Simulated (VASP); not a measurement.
A run of VASP 6.6.1:

The input INCAR:

```
SYSTEM = SbS
  PREC = Accurate
  ENCUT = 600
  EDIFF = 1E-7
  ISMEAR = 0
  SIGMA = 0.1
  LREAL = .FALSE.
  LASPH = .TRUE.
  NELM = 80
  ALGO = Normal
  ISIF = 3
  LWAVE = .FALSE.
  LCHARG = .FALSE.
  GGA = PE
  IBRION = 2
  NSW = 90
  EDIFFG = -0.04
```

File KPOINTS:

```
regular mesh
0
G
  4 4 4
  0 0 0
```

Contents of POSCAR:

```
SbS
1.0
    3.9141059400      0.0000000000      0.0000000000
    0.0000000000      3.9141059400      0.0000000000
    0.0000000000      0.0000000000      3.9636772600
Sb S
1 1
Direct
    0.5000000000      0.5000000000      0.5000000000
    0.5000000000      0.5000000000      0.0000000000
```

Potentials or basis: VASP PAW PBE potentials, release 64 (Sb, S).

Launch:

```bash
$ cat potpaw_PBE.64/Sb/POTCAR potpaw_PBE.64/S/POTCAR > POTCAR
$ mpirun -np 1 vasp_std > vasp.out
```

Hardware: 1 thread of Intel(R) Xeon(R) Platinum 8488C (Sapphire Rapids) (shared host).

Question: Estimate the wall time of this run.

Answer: Run time: 96 s on 1 thread of Intel(R) Xeon(R) Platinum 8488C (Sapphire Rapids), on a shared host, peak memory 0.2 GiB. Counts: scf iterations 192, k points 18, ion steps 16.
